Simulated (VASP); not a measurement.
# Zr (P6_3/mmc) in VASP: notebook, part 2 of 2

VASP 6.6.1.

## (3) Electric field gradients, PBE (21.88 Å³/atom)

This run uses another cell than the first one, of 21.88 Å³/atom.

Input file INCAR:

```
PREC = Accurate
ENCUT = 520
EDIFF = 1E-8
ISMEAR = -1
SIGMA = 0.08
LREAL = False
LASPH = True
NELM = 60
ALGO = Normal
ISIF = 2
LWAVE = False
LCHARG = False
GGA = PE
LEFG = True
NBANDS = 19
```

Input file KPOINTS:

```
Automatic mesh
0
Gamma
  13 13 7
```

Input file POSCAR:

```
Zr
1.0
    3.1660205622      0.0000000000      0.0000000000
   -1.5830102810      2.7418542357      0.0000000000
    0.0000000000      0.0000000000      5.0419297016
Zr
2
Direct
    0.3333333333      0.6666666667      0.2500000000
    0.6666666667      0.3333333333      0.7500000000
```

Potentials or basis: VASP PAW PBE potentials, release 64 (Zr_sv).

Command:

```
$ cat potpaw_PBE.64/Zr_sv/POTCAR > POTCAR
$ mpirun -np 1 vasp_std > vasp.out
```

OUTCAR:

```text
PREC = Accurate
   ENCUT = 520
   EDIFF = 1E-8
   ISMEAR = -1
   LREAL = False
   LASPH = True
   NELM = 60
   ISIF = 2
   GGA = PE

 ion  position               nearest neighbor table
   1  0.333  0.667  0.250-   2 3.11   2 3.11   2 3.11   2 3.11   2 3.11   2 3.11
   2  0.667  0.333  0.750-   1 3.11   1 3.11   1 3.11   1 3.11   1 3.11   1 3.11

  LATTYP: Found a hexagonal cell.
 ALAT       =     3.1660205622
 C/A-ratio  =     1.5925132521

  Lattice vectors:

 A1 = (   3.1660205622,   0.0000000000,   0.0000000000)
 A2 = (  -1.5830102810,   2.7418542357,   0.0000000000)
 A3 = (   0.0000000000,   0.0000000000,   5.0419297016)

Analysis of symmetry for initial positions (statically):
=====================================================================
 Subroutine PRICEL returns:
 Original cell was already a primitive cell.

 Routine SETGRP: Setting up the symmetry group for a
 hexagonal supercell.

 Subroutine GETGRP returns: Found 24 space group operations
 (whereof 12 operations were pure point group operations)
 out of a pool of 24 trial point group operations.

The static configuration has the point symmetry D_3d.
 The point group associated with its full space group is D_6h.

Analysis of symmetry for dynamics (positions and initial velocities):
=====================================================================
 Subroutine PRICEL returns:
 Original cell was already a primitive cell.

 Routine SETGRP: Setting up the symmetry group for a
 hexagonal supercell.

 Subroutine GETGRP returns: Found 24 space group operations
[... 159 lines left out ...]
 k-point     1 :       0.0000    0.0000    0.0000
  band No.  band energies     occupation
      1     -39.0214      2.00000
      2     -38.8219      2.00000
      3     -17.6610      2.00000
      4     -16.6112      2.00000
      5     -16.6112      2.00000
      6     -16.4412      2.00000
[... 505 lines left out ...]
      6     -16.6606      2.00000
[... 11 lines left out ...]
     18      12.1251      0.00000
     19      14.7964      0.00000

 [... further k-points ...]

------------------------ aborting loop because EDIFF is reached ----------------------------------------

  FORCE on cell =-STRESS in cart. coord.  units (eV):
  Direction    XX          YY          ZZ          XY          YZ          ZX
  --------------------------------------------------------------------------------------
  -------------------------------------------------------------------------------------
  Total        1.8023083      1.8023083      2.1502097      0.0000000      0.0000000      0.0000000
  in kB       65.9758193     65.9758193     78.7111960      0.0000000      0.0000000      0.0000000
  external PRESSURE =      70.2209449 kB  Pullay stress =       0.0000000 kB

 VOLUME and BASIS-vectors are now :
 -----------------------------------------------------------------------------
  energy-cutoff  :      520.00
  volume of cell :       43.77
      direct lattice vectors                 reciprocal lattice vectors
     3.166020562  0.000000000  0.000000000     0.315853918  0.182358345  0.000000000
    -1.583010281  2.741854236  0.000000000     0.000000000  0.364716690  0.000000000
     0.000000000  0.000000000  5.041929702     0.000000000  0.000000000  0.198336760

 POSITION                                       TOTAL-FORCE (eV/Angst)
 -----------------------------------------------------------------------------------
     -0.00000      1.82790      1.26048         0.000000      0.000000      0.000000
      1.58301      0.91395      3.78145        -0.000000      0.000000      0.000000
 -----------------------------------------------------------------------------------
    total drift:                               -0.000000      0.000000     -0.000000

  FREE ENERGIE OF THE ION-ELECTRON SYSTEM (eV)
  ---------------------------------------------------
  free  energy   TOTEN  =       -16.9969233289 eV

  energy  without entropy=      -16.9533656922  energy(sigma->0) =      -16.97514451

 Electric field gradients (V/A^2)
---------------------------------------------------------------------
 ion       V_xx      V_yy      V_zz      V_xy      V_xz      V_yz
---------------------------------------------------------------------
   1     -23.830   -23.830    47.659    -0.000     0.000    -0.000
   2     -23.830   -23.830    47.659    -0.000    -0.000     0.000
---------------------------------------------------------------------

 Electric field gradients after diagonalization (V/A^2)
 (convention: |V_zz| > |V_xx| > |V_yy|)
----------------------------------------------------------------------
 ion       V_xx      V_yy      V_zz     asymmetry (V_yy - V_xx)/ V_zz
----------------------------------------------------------------------
   1     -23.830   -23.829    47.659       0.000
   2     -23.830   -23.829    47.659       0.000
----------------------------------------------------------------------

           NMR quadrupolar parameters

 Cq : quadrupolar parameter    Cq=e*Q*V_zz/h
 eta: asymmetry parameters     (V_yy - V_xx)/ V_zz
 Q  : nuclear electric quadrupole moment in mb (millibarn)
----------------------------------------------------------------------
 ion       Cq(MHz)       eta       Q (mb)
----------------------------------------------------------------------
   1       0.115       0.000       1.000
   2       0.115       0.000       1.000
----------------------------------------------------------------------
```

OSZICAR:

```text
N       E                     dE             d eps       ncg     rms          rms(c)
DAV:   1     0.216928620270E+03    0.21693E+03   -0.13278E+04  3192   0.126E+03
DAV:   2    -0.132698081244E+01   -0.21826E+03   -0.21395E+03  3684   0.371E+02
DAV:   3    -0.172288797490E+02   -0.15902E+02   -0.15732E+02  5759   0.725E+01
DAV:   4    -0.176092853209E+02   -0.38041E+00   -0.37994E+00  3799   0.118E+01
DAV:   5    -0.176207205007E+02   -0.11435E-01   -0.11432E-01  4702   0.139E+00    0.161E+01
DAV:   6    -0.170885401210E+02    0.53218E+00   -0.82738E-01  3452   0.709E+00    0.659E+00
DAV:   7    -0.169900436948E+02    0.98496E-01   -0.56508E-01  4617   0.512E+00    0.113E+00
DAV:   8    -0.169968431709E+02   -0.67995E-02   -0.37406E-02  4081   0.154E+00    0.218E-01
DAV:   9    -0.169969568512E+02   -0.11368E-03   -0.11784E-03  4264   0.302E-01    0.282E-02
DAV:  10    -0.169969211469E+02    0.35704E-04   -0.33760E-05  4184   0.403E-02    0.183E-02
DAV:  11    -0.169969238374E+02   -0.26905E-05   -0.69463E-06  3604   0.289E-02    0.265E-03
DAV:  12    -0.169969236525E+02    0.18497E-06   -0.21412E-07  4594   0.296E-03    0.202E-03
DAV:  13    -0.169969233833E+02    0.26914E-06   -0.36679E-08  3309   0.147E-03    0.587E-04
DAV:  14    -0.169969233341E+02    0.49198E-07   -0.50437E-09  1983   0.842E-04    0.124E-04
DAV:  15    -0.169969233289E+02    0.52714E-08   -0.75824E-10  1914   0.269E-04
   1 F= -.16996923E+02 E0= -.16975145E+02  d E =-.435576E-01
```

It took 68 s on 1 thread of Intel Xeon 8259CL, shared host; peak memory 0.19 GiB.

What came out:

```yaml
Free_energy: -16.9969 eV
Pressure: 7.0 GPa
Band_gap_on_the_k_mesh: zero (bands 12 and 13 overlap by 1.23 eV)
Largest_electric_field_gradient_by_atom: Zr +47.7 V/Å²
```

Electric field gradients, principal values (V/Å²):
```
atom    least   middle  greatest (by size)
1 Zr  -23.829  -23.830              47.659
2 Zr  -23.829  -23.830              47.659
```

Caveat: the cell stands under pressure; without QUAD_EFG the Cq values of the log hold for a quadrupole moment of 1 mb, not for the nuclei.
